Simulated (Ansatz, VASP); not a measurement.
# Two plane-wave programs on C

```xyz
4
Lattice="1.2333 -2.1360 0.0000 1.2333 2.1360 0.0000 0.0000 0.0000 8.7070" Properties=species:S:1:pos:R:3 pbc="T T T"
C     1.2333    1.6946    6.7037
C     1.2333   -0.2706    2.0033
C     1.2333   -1.6946    2.0033
C     1.2333    0.2706    6.7037
```

Change from the starting cell: mode 1 frozen in at -0.085 Å and mode 6 at +0.171 Å (largest displacements).

Alike in both runs: task single point; functional PBE; k mesh 18 × 18 × 6; occupations gaussian, width 0.15 eV; no spin polarisation.

|  | VASP | Ansatz |
| --- | --- | --- |
| version | VASP 6.6.1 | Ansatz 0.2.0 |
| potentials or method | VASP PAW PBE potentials, release 64 (C), cutoff 520 eV | scalar-relativistic, plane waves, PAW |
| valence electrons in the cell | 16 | 16 |

VASP gave:

| Quantity | Value |
| --- | --- |
| gap on the k mesh at the Fermi level (eV) | 0.05 |
| least direct gap on the mesh (eV) | 0.05 |
| pressure (GPa) | 0.4 |
| traceless stress, the component that is largest in VASP (GPa) | -0.34 |
| rms of the force components (eV/Å) | 0.003 |

Estimate Ansatz's values.

gap on the k mesh at the Fermi level (eV): 0.05; least direct gap on the mesh (eV): 0.05; pressure (GPa): 0.0; traceless stress, the component that is largest in VASP (GPa): 0.07; rms of the force components (eV/Å): 0.003.

Atom by atom the forces differ by 0.000 eV/Å (rms over components).
